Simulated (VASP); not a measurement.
# Te2Mo (P6_3/mmc) in VASP: notebook

Te2Mo is run at these levels: PBE+D3(BJ); tasks: single point.

Everything below comes from runs of VASP 6.6.1. Logs are shortened: lines on timing, memory, paths and dates and some standing lists are left out, and cuts for length are marked.

## 1. The cell of the first run

The structure is hexagonal, space group P6_3/mmc (No. 194). Conventional cell: a = 3.441 Å, b = 3.441 Å, c = 13.297 Å, α = 90.00°, β = 90.00°, γ = 120.00°. Te (site symmetry 3m) has 3 Mo at 2.70 Å and 9 Te at 3.44 to 3.60 Å within 3.6 Å. Within 3.6 Å of Mo (site symmetry -6m2) lie 6 Te at 2.70 Å and 6 Mo at 3.44 Å.

## 2. Single point, PBE+D3(BJ) (volume scaled by 0.94, then relaxed in part)

INCAR

```
SYSTEM = Te2Mo
PREC = Accurate
ENCUT = 520
EDIFF = 1E-7
ISMEAR = 0
SIGMA = 0.02
LREAL = .FALSE.
LASPH = .TRUE.
NELM = 60
ALGO = Normal
ISIF = 2
LWAVE = .FALSE.
LCHARG = .TRUE.
GGA = PE
IVDW = 12
LELF = .TRUE.
LVHAR = .TRUE.
NBANDS = 35
```

KPOINTS

```
Automatic mesh
0
G
  9 9 2
  0 0 0
```

POSCAR

```
Te2Mo
1.0
    3.4411167185      0.0000000000      0.0000000000
   -1.7205583592      2.9800944956      0.0000000000
    0.0000000000      0.0000000000     13.2966011941
Te Mo
4 2
Direct
    0.3333333333      0.6666666667      0.6128021613
    0.6666666667      0.3333333333      0.1128021613
    0.3333333333      0.6666666667      0.8871978387
    0.6666666667      0.3333333333      0.3871978387
    0.3333333333      0.6666666667      0.2500000000
    0.6666666667      0.3333333333      0.7500000000
```

Potentials or basis: VASP PAW PBE potentials, release 64 (Te, Mo_sv).

Command:

```bash
cat potpaw_PBE.64/Te/POTCAR potpaw_PBE.64/Mo_sv/POTCAR > POTCAR
mpirun -np 1 vasp_std > vasp.out
```

OUTCAR:

```text
SYSTEM = Te2Mo
   PREC = Accurate
   ENCUT = 520
   EDIFF = 1E-7
   ISMEAR = 0
   LREAL = .FALSE.
   LASPH = .TRUE.
   NELM = 60
   ISIF = 2
   GGA = PE
   IVDW = 12
 IVDW          = 12

 ion  position               nearest neighbor table
   1  0.333  0.667  0.613-   6 2.70   6 2.70   6 2.70   4 3.60   4 3.60   4 3.60   3 3.65
   2  0.667  0.333  0.113-   5 2.70   5 2.70   5 2.70   3 3.60   3 3.60   3 3.60   4 3.65
   3  0.333  0.667  0.887-   6 2.70   6 2.70   6 2.70   2 3.60   2 3.60   2 3.60   1 3.65
   4  0.667  0.333  0.387-   5 2.70   5 2.70   5 2.70   1 3.60   1 3.60   1 3.60   2 3.65
   5  0.333  0.667  0.250-   2 2.70   4 2.70   2 2.70   4 2.70   2 2.70   4 2.70
   6  0.667  0.333  0.750-   1 2.70   3 2.70   1 2.70   3 2.70   1 2.70   3 2.70

  LATTYP: Found a hexagonal cell.
 ALAT       =     3.4411167185
 C/A-ratio  =     3.8640366723

  Lattice vectors:

 A1 = (   3.4411167185,   0.0000000000,   0.0000000000)
 A2 = (  -1.7205583592,   2.9800944956,   0.0000000000)
 A3 = (   0.0000000000,   0.0000000000,  13.2966011941)

Analysis of symmetry for initial positions (statically):
=====================================================================
 Subroutine PRICEL returns:
 Original cell was already a primitive cell.

 Routine SETGRP: Setting up the symmetry group for a
 hexagonal supercell.

 Subroutine GETGRP returns: Found 24 space group operations
 (whereof 12 operations were pure point group operations)
 out of a pool of 24 trial point group operations.

The static configuration has the point symmetry D_3d.
 The point group associated with its full space group is D_6h.

Analysis of symmetry for dynamics (positions and initial velocities):
=====================================================================
 Subroutine PRICEL returns:
 Original cell was already a primitive cell.

 Routine SETGRP: Setting up the symmetry group for a
 hexagonal supercell.

 Subroutine GETGRP returns: Found 24 space group operations
 (whereof 12 operations were pure point group operations)
 out of a pool of 24 trial point group operations.

The dynamic configuration has the point symmetry D_3d.
 The point group associated with its full space group is D_6h.

 Subroutine INISYM returns: Found 24 space group operations
 (whereof 12 operations are pure point group operations),
 and found     1 'primitive' translations

----------------------------------------------------------------------------------------

                                     Primitive cell

  volume of cell :     136.3547

  direct lattice vectors                    reciprocal lattice vectors
     3.441116719  0.000000000  0.000000000     0.290603337  0.167779915  0.000000000
    -1.720558359  2.980094496  0.000000000     0.000000000  0.335559829  0.000000000
     0.000000000  0.000000000 13.296601194     0.000000000  0.000000000  0.075207189

  length of vectors
     3.441116719  3.441116718 13.296601194     0.335559829  0.335559829  0.075207189

  position of ions in fractional coordinates (direct lattice)
     0.333333333  0.666666667  0.612802161
     0.666666667  0.333333333  0.112802161
     0.333333333  0.666666667  0.887197839
     0.666666667  0.333333333  0.387197839
     0.333333333  0.666666667  0.250000000
     0.666666667  0.333333333  0.750000000

  ion indices of the primitive-cell ions
   primitive index   ion index
                 1           1
                 2           2
                 3           3
                 4           4
                 5           5
                 6           6

----------------------------------------------------------------------------------------

 KPOINTS: Automatic mesh

Automatic generation of k-mesh.
 Grid dimensions read from file:
 generate k-points for:    9    9    2

 Generating k-lattice:

  Cartesian coordinates                     Fractional coordinates (reciprocal lattice)
     0.032289260  0.018642213  0.000000000     0.111111111  0.000000000  0.000000000
     0.000000000  0.037284425  0.000000000     0.000000000  0.111111111  0.000000000
     0.000000000  0.000000000  0.037603595     0.000000000  0.000000000  0.500000000

  Length of vectors
     0.037284425  0.037284425  0.037603595

  Shift w.r.t. Gamma in fractional coordinates (k-lattice)
     0.000000000  0.000000000  0.000000000

 Subroutine IBZKPT returns following result:
 ===========================================

 Found     24 irreducible k-points:

 Following reciprocal coordinates:
            Coordinates               Weight
  0.000000  0.000000  0.000000      1.000000
  0.111111  0.000000  0.000000      6.000000
  0.222222  0.000000  0.000000      6.000000
  0.333333  0.000000  0.000000      6.000000
  0.444444  0.000000  0.000000      6.000000
  0.111111  0.111111  0.000000      6.000000
[... 16 lines left out ...]
  0.333333  0.222222  0.500000     12.000000
  0.333333  0.333333  0.500000      2.000000
   k-points           NKPTS =     24   k-points in BZ     NKDIM =     24   number of bands    NBANDS=     35
   number of dos      NEDOS =    301   number of ions     NIONS =      6
   total plane-waves  NPLWV =  78400
   dimension x,y,z NGX =    28 NGY =   28 NGZ =  100
   dimension x,y,z NGXF=    56 NGYF=   56 NGZF=  200
   ions per type =               4   2
   NGX,Y,Z   is equivalent  to a cutoff of  13.53, 13.53, 12.50 a.u.
   NGXF,Y,Z  is equivalent  to a cutoff of  27.05, 27.05, 25.01 a.u.
 SYSTEM =  Te2Mo
   PREC   = accura    normal or accurate (medium, high low for compatibility)
   ISTART =      0    job   : 0-new  1-cont  2-samecut
   ICHARG =      2    charge: 1-file 2-atom 10-const
   ISPIN  =      1    spin polarized calculation?
   LNONCOLLINEAR =      F non collinear calculations
   LSORBIT =      F    spin-orbit coupling
   LASPH  =      T    aspherical Exc in radial PAW
   ENCUT  =  520.0 eV  38.22 Ry    6.18 a.u.   6.40  6.40 24.72*2*pi/ulx,y,z
   NELM   =     60;   NELMIN=  2; NELMDL= -5     # of ELM steps
   EDIFF  = 0.1E-06   stopping-criterion for ELM
   LREAL  =      F    real-space projection
   EDIFFG = 0.1E-05   stopping-criterion for IOM
   NSW    =      0    number of steps for IOM
   IBRION =     -1    ionic relax: 0-MD 1-quasi-New 2-CG
   NFREE  =      0    steps in history (QN), initial steepest desc. (CG)
   ISIF   =      2    stress and relaxation
   ISYM   =      2    0-nonsym 1-usesym 2-fastsym
   POTIM  = 0.5000    time-step for ionic-motion
   TEBEG  =    0.0;   TEEND  =   0.0 temperature during run
   PSTRESS=    0.0 pullay stress
   NELECT =      52.0000    total number of electrons
   NUPDOWN=      -1.0000    fix difference up-down
   EMIN   =  10.00;   EMAX   =-10.00  energy-range for DOS
   EFERMI =   0.00;   METHOD = LEGACY
   ISMEAR =     0;   SIGMA  =   0.02  broadening in eV -4-tet -1-fermi 0-gaus
   EFERMI_NEDOS =   21; number of points for ismear=-14 and -15
   IALGO  =     38    algorithm
   IMIX   =      4    mixing-type and parameters
     AMIX     =   0.40;   BMIX     =  1.00
     AMIX_MAG =   1.60;   BMIX_MAG =  1.00
  volume/ion in A,a.u.               =      22.73       153.36
  Fermi-wavevector in a.u.,A,eV,Ry     =   1.187187  2.243459 19.176238  1.409414
  Thomas-Fermi vector in A             =   2.323344
   LORBIT       =      0    0 simple, 1 ext, 2 COOP (PROOUT), +10 PAW based schemes
   GGA     = PE    functional components
   LHFCALC =     F    Hartree Fock is set to
   AEXX    =    0.0000 exact exchange contribution
   IVDW    =    12    specifies the selected vdW correction
   LEPSILON=     F    determine dielectric tensor
   LRPA    =     F    only Hartree local field effects (RPA)
 non-spin polarized calculation
 Gauss-broadening in eV      SIGMA  =   0.02
  energy-cutoff  :      520.00
  volume of cell :      136.35
 maximum number of plane-waves:      3707
 NGX is ok and might be reduce to    28
   NGX = 13   NGY = 13   NGZ = 49

 number of electron      52.0000002 magnetization

 Free energy of the ion-electron system (eV)
  ---------------------------------------------------
  ext. energy  EPLUGINS =         0.00000000
  ---------------------------------------------------
  free energy    TOTEN  =       -35.60579186 eV

  energy without entropy =      -35.60579186  energy(sigma->0) =      -35.60579186

 E-fermi :   9.8517     XC(G=0): -10.9882

 val. band max:        9.6755249664   @ k =   0.1111   0.0000   0.0000
 cond. band min:      10.0879405279   @ k =   0.2222   0.2222   0.0000
 fundamental gap:      0.4124155614
 Fermi energy:         9.8517223126

 k-point     1 :       0.0000    0.0000    0.0000
  band No.  band energies     occupation
      1     -51.3141      2.00000
      2     -51.3141      2.00000
      3     -25.5228      2.00000
      4     -25.5228      2.00000
      5     -25.3423      2.00000
      6     -25.3423      2.00000
[... 27 lines left out ...]
     34      13.1388      0.00000
     35      15.7045      0.00000

 k-point     2 :       0.1111    0.0000    0.0000
  band No.  band energies     occupation
      1     -51.3126      2.00000
      2     -51.3126      2.00000
      3     -25.5185      2.00000
      4     -25.5185      2.00000
      5     -25.3618      2.00000
      6     -25.3618      2.00000
[... 27 lines left out ...]
     34      12.9659      0.00000
     35      16.2599      0.00000

 k-point     3 :       0.2222    0.0000    0.0000
  band No.  band energies     occupation
      1     -51.3086      2.00000
      2     -51.3086      2.00000
      3     -25.5076      2.00000
      4     -25.5075      2.00000
      5     -25.4110      2.00000
      6     -25.4110      2.00000
[... 27 lines left out ...]
     34      13.3122      0.00000
     35      15.7528      0.00000
[... 723 lines left out ...]
 k-point    23 :       0.3333    0.2222    0.5000
  band No.  band energies     occupation
      1     -51.2999      2.00000
      2     -51.2999      2.00000
      3     -25.4834      2.00000
      4     -25.4834      2.00000
      5     -25.4826      2.00000
      6     -25.4826      2.00000
[... 27 lines left out ...]
     34      13.1877      0.00000
     35      14.7524      0.00000

 k-point    24 :       0.3333    0.3333    0.5000
  band No.  band energies     occupation
      1     -51.2991      2.00000
      2     -51.2991      2.00000
      3     -25.4812      2.00000
      4     -25.4812      2.00000
      5     -25.4667      2.00000
      6     -25.4667      2.00000
[... 27 lines left out ...]
     34      13.1531      0.00000
     35      14.6008      0.00000

------------------------ aborting loop because EDIFF is reached ----------------------------------------

 Edisp (eV)   -3.53673

 E8    (eV) :    -1.6280

  FORCE on cell =-STRESS in cart. coord.  units (eV):
  Direction    XX          YY          ZZ          XY          YZ          ZX
  --------------------------------------------------------------------------------------
  -------------------------------------------------------------------------------------
  Total       3.08376     3.08376     3.13515     0.00000     0.00000     0.00000
  in kB      36.23443    36.23443    36.83821     0.00000     0.00000     0.00000
  external pressure =       36.44 kB  Pullay stress =        0.00 kB

 VOLUME and BASIS-vectors are now :
 -----------------------------------------------------------------------------
  energy-cutoff  :      520.00
  volume of cell :      136.35
      direct lattice vectors                 reciprocal lattice vectors
     3.441116719  0.000000000  0.000000000     0.290603337  0.167779915  0.000000000
    -1.720558359  2.980094496  0.000000000     0.000000000  0.335559829  0.000000000
     0.000000000  0.000000000 13.296601194     0.000000000  0.000000000  0.075207189

 POSITION                                       TOTAL-FORCE (eV/Angst)
 -----------------------------------------------------------------------------------
     -0.00000      1.98673      8.14819         0.000000     -0.000000     -0.019694
      1.72056      0.99336      1.49989        -0.000000      0.000000     -0.019694
     -0.00000      1.98673     11.79672        -0.000000     -0.000000      0.019694
      1.72056      0.99336      5.14842        -0.000000      0.000000      0.019694
     -0.00000      1.98673      3.32415         0.000000     -0.000000     -0.000000
      1.72056      0.99336      9.97245        -0.000000      0.000000     -0.000000
 -----------------------------------------------------------------------------------
    total drift:                               -0.000000      0.000000     -0.000000

  FREE ENERGIE OF THE ION-ELECTRON SYSTEM (eV)
  ---------------------------------------------------
  free  energy   TOTEN  =       -39.1425203021 eV

  energy  without entropy=      -39.1425203021  energy(sigma->0) =      -39.14252030
```

Wall time 88 s (1 thread of Intel Xeon 6975P-C (Granite Rapids), shared host); peak memory 0.31 GiB.

What came out:

* Free energy: -39.1425 eV
* Pressure: 3.6 GPa
* Largest force: 0.020 eV/Å
* Band gap on the k mesh: 0.41 eV, indirect (least direct gap 0.76 eV)
* Dispersion energy per atom: -0.589 eV

Forces on the atoms (eV/Å):
```
Te   0.000  0.000 -0.020
Te   0.000  0.000 -0.020
Te   0.000  0.000  0.020
Te   0.000  0.000  0.020
Mo   0.000  0.000  0.000
Mo   0.000  0.000  0.000
```

Levels at points of the mesh, in eV from the valence-band top:
```
           k point  band 23  band 24  band 25  band 26  band 27  band 28  band 29  band 30
(0.00, 0.00, 0.00)    -1.13    -1.13    -0.09    -0.05     2.79     2.79     2.96     2.96
(0.00, 0.00, 0.50)    -1.17    -1.17    -0.07    -0.07     2.83     2.83     2.83     2.83
```

Caveat: spin-orbit coupling is left out, which moves the levels of the heavy elements. A k mesh can miss the band edges.

## 3. Single point, PBE+D3(BJ) (volume scaled by 0.97, then relaxed in part)

Changes to INCAR since step 2:

```diff
@@ -3,3 +3,3 @@
 ENCUT = 520
-EDIFF = 1E-7
+EDIFF = 1E-6
 ISMEAR = 0
@@ -8,3 +8,3 @@
 LASPH = .TRUE.
-NELM = 60
+NELM = 80
 ALGO = Normal
```

KPOINTS is that of step 2.

POSCAR

```
Te2Mo
1.0
    3.4713053530      0.0000000000      0.0000000000
   -1.7356526765      3.0062386200      0.0000000000
    0.0000000000      0.0000000000     13.4833464887
Te Mo
4 2
Direct
    0.3333333333      0.6666666667      0.6150003295
    0.6666666667      0.3333333333      0.1150003295
    0.3333333333      0.6666666667      0.8849996705
    0.6666666667      0.3333333333      0.3849996705
    0.3333333333      0.6666666667      0.2500000000
    0.6666666667      0.3333333333      0.7500000000
```

Potentials or basis: VASP PAW PBE potentials, release 64 (Te, Mo_sv).

Command:

```bash
cat potpaw_PBE.64/Te/POTCAR potpaw_PBE.64/Mo_sv/POTCAR > POTCAR
mpirun -np 1 vasp_std > vasp.out
```

OUTCAR:

```text
SYSTEM = Te2Mo
   PREC = Accurate
   ENCUT = 520
   EDIFF = 1E-6
   ISMEAR = 0
   LREAL = .FALSE.
   LASPH = .TRUE.
   NELM = 80
   ISIF = 2
   GGA = PE
   IVDW = 12
 IVDW          = 12

 ion  position               nearest neighbor table
   1  0.333  0.667  0.615-   6 2.71   6 2.71   6 2.71   3 3.64
   2  0.667  0.333  0.115-   5 2.71   5 2.71   5 2.71   4 3.64
   3  0.333  0.667  0.885-   6 2.71   6 2.71   6 2.71   1 3.64
   4  0.667  0.333  0.385-   5 2.71   5 2.71   5 2.71   2 3.64
   5  0.333  0.667  0.250-   2 2.71   4 2.71   2 2.71   4 2.71   2 2.71   4 2.71
   6  0.667  0.333  0.750-   1 2.71   3 2.71   1 2.71   3 2.71   1 2.71   3 2.71

  LATTYP: Found a hexagonal cell.
 ALAT       =     3.4713053530
 C/A-ratio  =     3.8842294519

  Lattice vectors:

 A1 = (   3.4713053530,   0.0000000000,   0.0000000000)
 A2 = (  -1.7356526765,   3.0062386200,   0.0000000000)
 A3 = (   0.0000000000,   0.0000000000,  13.4833464887)

Analysis of symmetry for initial positions (statically):
[... 185 lines left out ...]
 val. band max:        9.1302840464   @ k =   0.1111   0.0000   0.0000
 cond. band min:       9.6804986785   @ k =   0.2222   0.2222   0.0000
 fundamental gap:      0.5502146321
 Fermi energy:         9.2154527307

 k-point     1 :       0.0000    0.0000    0.0000
  band No.  band energies     occupation
      1     -51.7818      2.00000
      2     -51.7818      2.00000
      3     -25.9732      2.00000
      4     -25.9732      2.00000
      5     -25.8148      2.00000
      6     -25.8148      2.00000
[... 901 lines left out ...]
     34      12.6510      0.00000
     35      14.0792      0.00000

------------------------ aborting loop because EDIFF is reached ----------------------------------------

 Edisp (eV)   -3.42671

 E8    (eV) :    -1.5781

  FORCE on cell =-STRESS in cart. coord.  units (eV):
  Direction    XX          YY          ZZ          XY          YZ          ZX
  --------------------------------------------------------------------------------------
  -------------------------------------------------------------------------------------
  Total       1.31251     1.31251     1.39410     0.00000    -0.00000     0.00000
  in kB      14.94513    14.94513    15.87412     0.00000    -0.00000     0.00000
  external pressure =       15.25 kB  Pullay stress =        0.00 kB

 VOLUME and BASIS-vectors are now :
 -----------------------------------------------------------------------------
  energy-cutoff  :      520.00
  volume of cell :      140.71
      direct lattice vectors                 reciprocal lattice vectors
     3.471305353  0.000000000  0.000000000     0.288076069  0.166320796  0.000000000
    -1.735652676  3.006238620  0.000000000     0.000000000  0.332641592  0.000000000
     0.000000000  0.000000000 13.483346489     0.000000000  0.000000000  0.074165564

 POSITION                                       TOTAL-FORCE (eV/Angst)
 -----------------------------------------------------------------------------------
     -0.00000      2.00416      8.29226         0.000000     -0.000000     -0.020822
      1.73565      1.00208      1.55059         0.000000     -0.000000     -0.020822
     -0.00000      2.00416     11.93276        -0.000000     -0.000000      0.020822
      1.73565      1.00208      5.19108         0.000000     -0.000000      0.020822
     -0.00000      2.00416      3.37084        -0.000000      0.000000      0.000000
      1.73565      1.00208     10.11251        -0.000000     -0.000000      0.000000
 -----------------------------------------------------------------------------------
    total drift:                               -0.000000      0.000000     -0.000000

  FREE ENERGIE OF THE ION-ELECTRON SYSTEM (eV)
  ---------------------------------------------------
  free  energy   TOTEN  =       -39.2109839472 eV

  energy  without entropy=      -39.2109839472  energy(sigma->0) =      -39.21098395
```

stdout:

```text
POSCAR found type information on POSCAR TeMo
 POSCAR found :  2 types and       6 ions
 scaLAPACK will be used
 LDA part: xc-table for (Slater+PW92), standard interpolation
 POSCAR, INCAR and KPOINTS ok, starting setup
 FFT: planning ... GRIDC
 FFT: planning ... GRID_SOFT
 FFT: planning ... GRID
 WAVECAR not read
 entering main loop
```

It took 69 s on 1 thread of Intel Xeon 6975P-C (Granite Rapids), shared host; peak memory 0.31 GiB.

What came out:

- Free energy: -39.2110 eV
- Pressure: 1.5 GPa
- Largest force: 0.021 eV/Å
- Band gap on the k mesh: 0.55 eV, indirect (least direct gap 0.91 eV)
- Dispersion energy per atom: -0.571 eV

Forces in eV/Å, atoms in the order of the input:
```
Te   0.000  0.000 -0.021
Te   0.000  0.000 -0.021
Te   0.000  0.000  0.021
Te   0.000  0.000  0.021
Mo   0.000  0.000  0.000
Mo   0.000  0.000  0.000
```

Stress tensor (GPa, compression positive):
```
1.49 0.00 0.00
0.00 1.49 0.00
0.00 0.00 1.59
```

Caveat: spin-orbit coupling is left out, which moves the levels of the heavy elements. A k mesh can miss the band edges.
